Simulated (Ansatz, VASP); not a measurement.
Two plane-wave programs on CaS

File INCAR:

```
SYSTEM = CaS
PREC     = Accurate       ! precision mode
ENCUT    = 500            ! plane-wave cutoff, eV
EDIFF    = 1E-6           ! SCF threshold, eV
ISMEAR   = 0              ! smearing method
SIGMA    = 0.02           ! smearing width, eV
LREAL    = .FALSE.        ! projectors in reciprocal space
LASPH    = .TRUE.         ! aspherical terms in the spheres
NELM     = 120            ! most SCF steps
ALGO     = Normal         ! electronic algorithm
ISIF     = 2              ! what is computed and relaxed
LWAVE    = .FALSE.        ! write WAVECAR
LCHARG   = .FALSE.        ! write CHGCAR
GGA      = PS             ! functional
NBANDS   = 15             ! bands
GGA_COMPAT= .FALSE.
```

The input KPOINTS:

```
regular mesh
0
G
  8 8 8
  0 0 0
```

POSCAR

```
CaS
1.0
    0.0000000000      2.8163668930      2.8163668930
    2.8163668930      0.0000000000      2.8163668930
    2.8163668930      2.8163668930      0.0000000000
Ca S
1 1
Direct
    0.0000000000      0.0000000000      0.0000000000
    0.5000000000      0.5000000000      0.5000000000
```

Input for Ansatz:

```yaml
crystal:
  lattice:
    - [0.0, 2.816366893, 2.816366893]
    - [2.816366893, 0.0, 2.816366893]
    - [2.816366893, 2.816366893, 0.0]
  atoms:
    - { symbol: Ca, position: [0.0, 0.0, 0.0] }
    - { symbol: S, position: [0.5, 0.5, 0.5] }
basis:
  ecutwfc: 420
kpoints:
  mp_grid: { grid: [8, 8, 8] }
  band_path:
    path:
      - [[0.0, 0.0, 0.0], [0.5, 0.0, 0.5], [0.625, 0.25, 0.625]]
      - [[0.375, 0.375, 0.75], [0.0, 0.0, 0.0], [0.5, 0.5, 0.5], [0.5, 0.25, 0.75], [0.5, 0.0, 0.5]]
    npoints: 10
hamiltonian:
  xc: pbesol
  pseudopotentials: { kind: paw, azcp: { folder: soft_1 } }
scf:
  occupations: { method: gaussian, width: 0.02 }
  n_extra_bands: 7
output:
  forces: true
  stress: true
  eigenvalues: true
```

Alike in both runs: task single point; functional PBEsol; k mesh 8 × 8 × 8; occupations gaussian, width 0.02 eV; no spin polarisation.

|  | VASP | Ansatz |
| --- | --- | --- |
| version | VASP 6.6.1 | Ansatz 0.2.0 |
| potentials or method | VASP PAW PBE potentials, release 64 (Ca_sv, S), cutoff 500 eV | scalar-relativistic, plane waves, PAW |
| valence electrons in the cell | 16 | 16 |

Ansatz gave:

| Property | Result |
| --- | --- |
| gap on the k mesh at the Fermi level (eV) | 2.16 |
| least direct gap on the mesh (eV) | 3.00 |
| pressure (GPa) | 0.0 |

Problem. Which values does VASP return?

Solution. gap on the k mesh at the Fermi level (eV): 2.15; least direct gap on the mesh (eV): 3.00; pressure (GPa): 0.2.

VASP's potentials were made for PBE, not for PBEsol, and Ansatz warns of the same on its side. The functional is the same, so the differences come from potentials, cutoffs and numerics.
